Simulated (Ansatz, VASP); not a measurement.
**NaAg in VASP and in Ansatz**

```
CELL_PARAMETERS angstrom
3.10659 0.00000 0.00000
-1.55329 2.69038 0.00000
0.00000 0.00000 5.14311
ATOMIC_POSITIONS crystal
Na 0.33333 0.66667 0.50000
Ag 0.00000 0.00000 0.00000
```

Alike in both runs: functional PBE; k mesh 15 × 15 × 8; occupations fermi-dirac, width 0.15 eV; no spin polarisation.

Ansatz relaxed the structure, and its values are those at the end. VASP's run is a single point on that final structure, the one shown.

```csv
,VASP,Ansatz
version,VASP 6.6.1,Ansatz 0.2.0
potentials or method,"VASP PAW PBE potentials, release 64 (Na_pv, Ag), cutoff 520 eV","scalar-relativistic, plane waves, PAW"
valence electrons in the cell,18,28
```

|  | VASP | Ansatz | Ansatz less VASP |
| --- | --- | --- | --- |
| gap on the k mesh at the Fermi level (eV) | none | none | - |
| pressure (GPa) | 0.0 | 0.0 | -0.03 |

A gap of «none» marks a metal or a gap that the smearing closes. VASP's potentials hold 18 valence electrons a cell and Ansatz's 28, so a difference there can come from the potentials and not from the codes.
